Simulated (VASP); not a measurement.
# Ga (Cmce) in VASP: notebook

The runs below take Ga through single point, with PBEsol.

All numbers are computed with VASP 6.6.1; they aren't measurements. Logs are shortened: lines on timing, memory, paths and dates and some standing lists are left out, and cuts for length are marked.

### Step 1. The cell of the first run

It takes space group Cmce (No. 64, orthorhombic). Conventional cell: a = 4.432 Å, b = 7.598 Å, c = 4.556 Å, α = 90.00°, β = 90.00°, γ = 90.00°. Ga (site symmetry m) has 7 Ga at 2.49 to 2.75 Å within 3.3 Å.

### Step 2. Single point, PBEsol

The input, INCAR:

```
ALGO = Fast
EDIFF = 1E-6
ENCUT = 520
GGA = PS
ISIF = 2
ISMEAR = 0
LASPH = True
LCHARG = True
LELF = True
LREAL = False
LVHAR = True
LWAVE = False
NBANDS = 34
NELM = 60
PREC = Accurate
SIGMA = 0.1
```

The input, KPOINTS:

```
k-points
0
Gamma
  6 6 4
```

The input, POSCAR:

```
Ga
1.0
    2.2160233300     -3.7989918400      0.0000000000
    2.2160233300      3.7989918400      0.0000000000
    0.0000000000      0.0000000000      4.5555035300
Ga
4
Direct
    0.6556957200      0.3443042800      0.4154013900
    0.8443042800      0.1556957200      0.9154013900
    0.3443042800      0.6556957200      0.5845986100
    0.1556957200      0.8443042800      0.0845986100
```

Potentials or basis: VASP PAW PBE potentials, release 64 (Ga_d).

Run with:

```sh
> cat potpaw_PBE.64/Ga_d/POTCAR > POTCAR
> mpirun -np 1 vasp_std > vasp.out
```

OUTCAR:

```text
EDIFF = 1E-6
   ENCUT = 520
   GGA = PS
   ISIF = 2
   ISMEAR = 0
   LASPH = True
   LREAL = False
   NELM = 60
   PREC = Accurate

 ion  position               nearest neighbor table
   1  0.656  0.344  0.415-   3 2.49   4 2.68   4 2.68   2 2.69   2 2.69   3 2.75   3 2.75
   2  0.844  0.156  0.915-   4 2.49   3 2.68   3 2.68   1 2.69   1 2.69   4 2.75   4 2.75
   3  0.344  0.656  0.585-   1 2.49   2 2.68   2 2.68   4 2.69   4 2.69   1 2.75   1 2.75
   4  0.156  0.844  0.085-   2 2.49   1 2.68   1 2.68   3 2.69   3 2.69   2 2.75   2 2.75

  LATTYP: Found a base centered orthorhombic cell.
 ALAT       =     4.4320466600
 B/A-ratio  =     1.7143284498
 C/A-ratio  =     1.0278554987

  Lattice vectors:

 A1 = (   2.2160233300,  -3.7989918400,   0.0000000000)
 A2 = (   2.2160233300,   3.7989918400,   0.0000000000)
 A3 = (   0.0000000000,   0.0000000000,   4.5555035300)

Analysis of symmetry for initial positions (statically):
=====================================================================
 Subroutine PRICEL returns:
 Original cell was already a primitive cell.

 Routine SETGRP: Setting up the symmetry group for a
 base centered orthorhombic supercell.

 Subroutine GETGRP returns: Found  8 space group operations
 (whereof  4 operations were pure point group operations)
 out of a pool of  8 trial point group operations.

The static configuration has the point symmetry C_2h.
 The point group associated with its full space group is D_2h.

Analysis of symmetry for dynamics (positions and initial velocities):
=====================================================================
 Subroutine PRICEL returns:
 Original cell was already a primitive cell.

 Routine SETGRP: Setting up the symmetry group for a
 base centered orthorhombic supercell.

 Subroutine GETGRP returns: Found  8 space group operations
 (whereof  4 operations were pure point group operations)
 out of a pool of  8 trial point group operations.

The dynamic configuration has the point symmetry C_2h.
 The point group associated with its full space group is D_2h.

 Subroutine INISYM returns: Found  8 space group operations
 (whereof  4 operations are pure point group operations),
 and found     1 'primitive' translations

----------------------------------------------------------------------------------------

                                     Primitive cell

  volume of cell :      76.7024

  direct lattice vectors                    reciprocal lattice vectors
     2.216023330 -3.798991840  0.000000000     0.225629394 -0.131613865  0.000000000
     2.216023330  3.798991840  0.000000000     0.225629394  0.131613865  0.000000000
     0.000000000  0.000000000  4.555503530     0.000000000  0.000000000  0.219514702

  length of vectors
     4.398078944  4.398078944  4.555503530     0.261210323  0.261210323  0.219514702

  position of ions in fractional coordinates (direct lattice)
     0.655695720  0.344304280  0.415401390
     0.844304280  0.155695720  0.915401390
     0.344304280  0.655695720  0.584598610
     0.155695720  0.844304280  0.084598610

  ion indices of the primitive-cell ions
   primitive index   ion index
                 1           1
                 2           2
                 3           3
                 4           4

----------------------------------------------------------------------------------------

 KPOINTS: k-points

Automatic generation of k-mesh.
 Grid dimensions read from file:
 generate k-points for:    6    6    4

 Generating k-lattice:

  Cartesian coordinates                     Fractional coordinates (reciprocal lattice)
     0.037604899 -0.021935644  0.000000000     0.166666667  0.000000000  0.000000000
     0.037604899  0.021935644  0.000000000     0.000000000  0.166666667  0.000000000
     0.000000000  0.000000000  0.054878676     0.000000000  0.000000000  0.250000000

  Length of vectors
     0.043535054  0.043535054  0.054878676

  Shift w.r.t. Gamma in fractional coordinates (k-lattice)
     0.000000000  0.000000000  0.000000000

 Subroutine IBZKPT returns following result:
 ===========================================

 Found     39 irreducible k-points:

 Following reciprocal coordinates:
            Coordinates               Weight
  0.000000  0.000000  0.000000      1.000000
  0.166667  0.000000  0.000000      4.000000
  0.333333  0.000000  0.000000      4.000000
  0.500000  0.000000  0.000000      2.000000
  0.166667  0.166667  0.000000      2.000000
  0.333333  0.166667  0.000000      4.000000
[... 16 lines left out ...]
  0.333333  0.333333  0.250000      4.000000
  0.500000  0.333333  0.250000      8.000000
 [... further k-points ...]
   k-points           NKPTS =     39   k-points in BZ     NKDIM =     39   number of bands    NBANDS=     34
   number of dos      NEDOS =    301   number of ions     NIONS =      4
   total plane-waves  NPLWV =  46656
   dimension x,y,z NGX =    36 NGY =   36 NGZ =   36
   dimension x,y,z NGXF=    72 NGYF=   72 NGZF=   72
   ions per type =               4
   NGX,Y,Z   is equivalent  to a cutoff of  13.61, 13.61, 13.14 a.u.
   NGXF,Y,Z  is equivalent  to a cutoff of  27.22, 27.22, 26.28 a.u.
 SYSTEM =  unknown system
   PREC   = accura    normal or accurate (medium, high low for compatibility)
   ISTART =      0    job   : 0-new  1-cont  2-samecut
   ICHARG =      2    charge: 1-file 2-atom 10-const
   ISPIN  =      1    spin polarized calculation?
   LNONCOLLINEAR =      F non collinear calculations
   LSORBIT =      F    spin-orbit coupling
   LASPH  =      T    aspherical Exc in radial PAW
   ENCUT  =  520.0 eV  38.22 Ry    6.18 a.u.   8.18  8.18  8.47*2*pi/ulx,y,z
   NELM   =     60;   NELMIN=  2; NELMDL= -5     # of ELM steps
   EDIFF  = 0.1E-05   stopping-criterion for ELM
   LREAL  =      F    real-space projection
   EDIFFG = 0.1E-04   stopping-criterion for IOM
   NSW    =      0    number of steps for IOM
   IBRION =     -1    ionic relax: 0-MD 1-quasi-New 2-CG
   NFREE  =      0    steps in history (QN), initial steepest desc. (CG)
   ISIF   =      2    stress and relaxation
   ISYM   =      2    0-nonsym 1-usesym 2-fastsym
   POTIM  = 0.5000    time-step for ionic-motion
   TEBEG  =    0.0;   TEEND  =   0.0 temperature during run
   PSTRESS=    0.0 pullay stress
   NELECT =      52.0000    total number of electrons
   NUPDOWN=      -1.0000    fix difference up-down
   EMIN   =  10.00;   EMAX   =-10.00  energy-range for DOS
   EFERMI =   0.00;   METHOD = LEGACY
   ISMEAR =     0;   SIGMA  =   0.10  broadening in eV -4-tet -1-fermi 0-gaus
   EFERMI_NEDOS =   21; number of points for ismear=-14 and -15
   IALGO  =     68    algorithm
   IMIX   =      4    mixing-type and parameters
     AMIX     =   0.40;   BMIX     =  1.00
     AMIX_MAG =   1.60;   BMIX_MAG =  1.00
  volume/ion in A,a.u.               =      19.18       129.40
  Fermi-wavevector in a.u.,A,eV,Ry     =   1.438157  2.717722 28.140864  2.068295
  Thomas-Fermi vector in A             =   2.557155
   LORBIT       =      0    0 simple, 1 ext, 2 COOP (PROOUT), +10 PAW based schemes
   GGA     = PS    functional components
   LHFCALC =     F    Hartree Fock is set to
   AEXX    =    0.0000 exact exchange contribution
   IVDW    =     0    specifies the selected vdW correction
   LEPSILON=     F    determine dielectric tensor
   LRPA    =     F    only Hartree local field effects (RPA)
 non-spin polarized calculation
 RMM-DIIS sequential band-by-band and
 Gauss-broadening in eV      SIGMA  =   0.10
  energy-cutoff  :      520.00
  volume of cell :       76.70
 maximum number of plane-waves:      2087
 NGX is ok and might be reduce to    36
   NGX = 17   NGY = 17   NGZ = 17

 number of electron      52.0000028 magnetization

 Free energy of the ion-electron system (eV)
  ---------------------------------------------------
  ext. energy  EPLUGINS =         0.00000000
  ---------------------------------------------------
  free energy    TOTEN  =       -13.46362546 eV

  energy without entropy =      -13.46062881  energy(sigma->0) =      -13.46212713

 E-fermi :   5.0844     XC(G=0): -10.9080

 val. band max:        5.0537830109   @ k =  -0.3333   0.1667   0.0000
 cond. band min:       5.0988881455   @ k =   0.0000   0.0000   0.5000
 fundamental gap:      0.0451051345
 Fermi energy:         5.0844250725

 k-point     1 :       0.0000    0.0000    0.0000
  band No.  band energies     occupation
      1     -10.0733      2.00000
      2     -10.0575      2.00000
      3     -10.0195      2.00000
      4     -10.0085      2.00000
      5     -10.0002      2.00000
      6      -9.9661      2.00000
[... 26 lines left out ...]
     33      11.8022      0.00000
     34      13.1059      0.00000

 k-point     2 :       0.1667    0.0000    0.0000
  band No.  band energies     occupation
      1     -10.0767      2.00000
      2     -10.0454      2.00000
      3     -10.0305      2.00000
      4     -10.0181      2.00000
      5      -9.9779      2.00000
      6      -9.9571      2.00000
[... 26 lines left out ...]
     33      11.5697      0.00000
     34      12.4960      0.00000

 k-point     3 :       0.3333    0.0000    0.0000
  band No.  band energies     occupation
      1     -10.0727      2.00000
      2     -10.0424      2.00000
      3     -10.0421      2.00000
      4     -10.0089      2.00000
      5      -9.9712      2.00000
      6      -9.9711      2.00000
[... 26 lines left out ...]
     33      10.9155      0.00000
     34      12.3438      0.00000

 k-point     4 :       0.5000    0.0000    0.0000
  band No.  band energies     occupation
      1     -10.0630      2.00000
      2     -10.0630      2.00000
      3     -10.0163      2.00000
      4     -10.0163      2.00000
      5      -9.9797      2.00000
      6      -9.9797      2.00000
[... 26 lines left out ...]
     33      12.6963      0.00000
     34      12.6996      0.00000

 k-point     5 :       0.1667    0.1667    0.0000
  band No.  band energies     occupation
      1     -10.0711      2.00000
      2     -10.0601      2.00000
      3     -10.0241      2.00000
      4     -10.0229      2.00000
      5      -9.9799      2.00000
      6      -9.9422      2.00000
[... 621 lines left out ...]
 k-point    22 :      -0.1667    0.1667    0.2500
  band No.  band energies     occupation
      1     -10.0633      2.00000
      2     -10.0531      2.00000
      3     -10.0421      2.00000
      4     -10.0214      2.00000
      5      -9.9873      2.00000
      6      -9.9767      2.00000
[... 26 lines left out ...]
     33      11.6698      0.00000
     34      12.1490      0.00000

 k-point    23 :       0.3333    0.3333    0.2500
  band No.  band energies     occupation
      1     -10.1153      2.00000
      2     -10.0640      2.00000
      3     -10.0468      2.00000
      4      -9.9964      2.00000
      5      -9.9795      2.00000
      6      -9.9467      2.00000
[... 26 lines left out ...]
     33      12.7794      0.00000
     34      13.0472      0.00000

 k-point    24 :       0.5000    0.3333    0.2500
  band No.  band energies     occupation
      1     -10.1115      2.00000
      2     -10.0643      2.00000
      3     -10.0380      2.00000
      4     -10.0112      2.00000
      5      -9.9926      2.00000
      6      -9.9729      2.00000
[... 26 lines left out ...]
     33      12.8715      0.00000
     34      13.8373      0.00000

 [... further k-points ...]

------------------------ aborting loop because EDIFF is reached ----------------------------------------

  FORCE on cell =-STRESS in cart. coord.  units (eV):
  Direction    XX          YY          ZZ          XY          YZ          ZX
  --------------------------------------------------------------------------------------
  -------------------------------------------------------------------------------------
  Total        0.1080185     -0.2081639     -0.5462642      0.0000000      0.0000000      0.0000000
  in kB        2.2563155     -4.3481737    -11.4104887      0.0000000      0.0000000      0.0000000
  external PRESSURE =      -4.5007823 kB  Pullay stress =       0.0000000 kB

 VOLUME and BASIS-vectors are now :
 -----------------------------------------------------------------------------
  energy-cutoff  :      520.00
  volume of cell :       76.70
      direct lattice vectors                 reciprocal lattice vectors
     2.216023330 -3.798991840  0.000000000     0.225629394 -0.131613865  0.000000000
     2.216023330  3.798991840  0.000000000     0.225629394  0.131613865  0.000000000
     0.000000000  0.000000000  4.555503530     0.000000000  0.000000000  0.219514702

 POSITION                                       TOTAL-FORCE (eV/Angst)
 -----------------------------------------------------------------------------------
      2.21602     -1.18297      1.89236         0.000000     -0.020692      0.000201
      2.21602     -2.61602      4.17011         0.000000      0.020692      0.000201
      2.21602      1.18297      2.66314         0.000000      0.020692     -0.000201
      2.21602      2.61602      0.38539         0.000000     -0.020692     -0.000201
 -----------------------------------------------------------------------------------
    total drift:                                0.000000     -0.000000      0.000000

  FREE ENERGIE OF THE ION-ELECTRON SYSTEM (eV)
  ---------------------------------------------------
  free  energy   TOTEN  =       -13.4636254568 eV

  energy  without entropy=      -13.4606288124  energy(sigma->0) =      -13.46212713
```

It took 63 s on 1 thread of Intel Xeon Platinum 8559C (Emerald Rapids), shared host; peak memory 0.24 GiB.

What came out:

```
Free energy            : -13.4636 eV
Pressure               : -0.5 GPa
Largest force          : 0.021 eV/Å
Band gap on the k mesh : zero (bands 26 and 27 overlap by 1.04 eV)
```

Forces in eV/Å, atoms in the order of the input:
```
Ga   0.000 -0.021  0.000
Ga   0.000  0.021  0.000
Ga   0.000  0.021  0.000
Ga   0.000 -0.021  0.000
```

Levels at points of the mesh, in eV from the Fermi level:
```csv
k point,band 22,band 23,band 24,band 25,band 26,band 27,band 28,band 29,band 30,band 31
"(0.00, 0.00, 0.00)",-4.39,-3.97,-1.68,-1.46,-0.76,0.97,1.00,1.13,5.22,5.37
"(0.50, 0.00, 0.00)",-8.68,-3.48,-3.48,-1.54,-1.54,0.60,0.60,4.13,4.13,5.27
"(0.50, 0.50, 0.00)",-7.38,-3.99,-3.26,-1.97,-1.72,1.00,1.02,3.48,3.76,4.24
"(0.00, 0.00, 0.50)",-9.39,0.01,0.01,0.05,0.05,0.14,0.14,2.00,2.00,4.01
"(0.50, 0.00, 0.50)",-7.25,-6.37,-6.37,-1.57,-1.57,0.50,0.50,7.34,7.35,7.61
"(0.50, 0.50, 0.50)",-7.72,-5.44,-5.44,-1.27,-1.27,-0.80,-0.80,6.44,6.44,8.08
```

Caveat: the PAW data sets were made with another functional, which shifts forces and pressure a little.

### Step 3. Single point, PBEsol

This run uses another cell than the first one, of 19.07 Å³/atom.

The input, INCAR:

```
PREC     = Accurate       # precision mode
ENCUT    = 520            # plane-wave cutoff, eV
EDIFF    = 1E-6           # SCF threshold, eV
ISMEAR   = 0              # smearing method
SIGMA    = 0.1            # smearing width, eV
LREAL    = False          # projectors in reciprocal space
LASPH    = True           # aspherical terms in the spheres
NELM     = 60             # most SCF steps
ALGO     = Fast           # electronic algorithm
ISIF     = 2              # what is computed and relaxed
LWAVE    = False          # write WAVECAR
LCHARG   = True           # write CHGCAR
GGA      = PS             # functional
LELF     = True           # ELF
LVHAR    = True         
NBANDS   = 34             # bands
```

The input, KPOINTS:

```
regular mesh
0
Gamma
  12 12 10
```

The input, POSCAR:

```
Ga
1.0
    2.2357487386     -3.7971116281      0.0000000000
    2.2357487386      3.7971116281      0.0000000000
    0.0000000000      0.0000000000      4.4923281986
Ga
4
Direct
    0.6559909618      0.3440090382      0.4166879457
    0.8440090382      0.1559909618      0.9166879457
    0.3440090382      0.6559909618      0.5833120543
    0.1559909618      0.8440090382      0.0833120543
```

Potentials or basis: VASP PAW PBE potentials, release 64 (Ga_d).

Run with:

```sh
> cat potpaw_PBE.64/Ga_d/POTCAR > POTCAR
> mpirun -np 1 vasp_std > vasp.out
```

It took 5.8 min on 1 thread of Intel Xeon Platinum 8559C (Emerald Rapids), shared host; peak memory 0.55 GiB.

Results (log left out):

| Quantity | Value |
| --- | --- |
| Free energy | -13.4138 eV |
| Pressure | 0.0 GPa |
| Largest force | 0.005 eV/Å |
| Band gap on the k mesh | zero (bands 26 and 27 overlap by 1.38 eV) |

Forces on the atoms (eV/Å):
```
Ga   0.000  0.005  0.002
Ga   0.000 -0.005  0.002
Ga   0.000 -0.005 -0.002
Ga   0.000  0.005 -0.002
```

Levels at points of the mesh, in eV from the Fermi level:
| k point | band 24 | band 25 | band 26 | band 27 | band 28 | band 29 |
| --- | --- | --- | --- | --- | --- | --- |
| (0.00, 0.00, 0.00) | -1.74 | -1.64 | -0.72 | 0.95 | 1.02 | 1.12 |
| (0.50, 0.00, 0.00) | -3.42 | -1.37 | -1.37 | 0.77 | 0.77 | 4.27 |
| (0.50, 0.50, 0.00) | -3.33 | -1.71 | -1.56 | 1.12 | 1.23 | 3.49 |
| (0.00, 0.00, 0.50) | -0.01 | 0.02 | 0.02 | 0.13 | 0.13 | 2.12 |
| (0.50, 0.00, 0.50) | -6.33 | -1.53 | -1.53 | 0.57 | 0.57 | 7.39 |
| (0.50, 0.50, 0.50) | -5.38 | -1.27 | -1.27 | -0.90 | -0.90 | 6.84 |

Caveat: the PAW data sets were made with another functional, which shifts forces and pressure a little.

The gap in the log of VASP goes by the Fermi energy; the results here count the filled bands.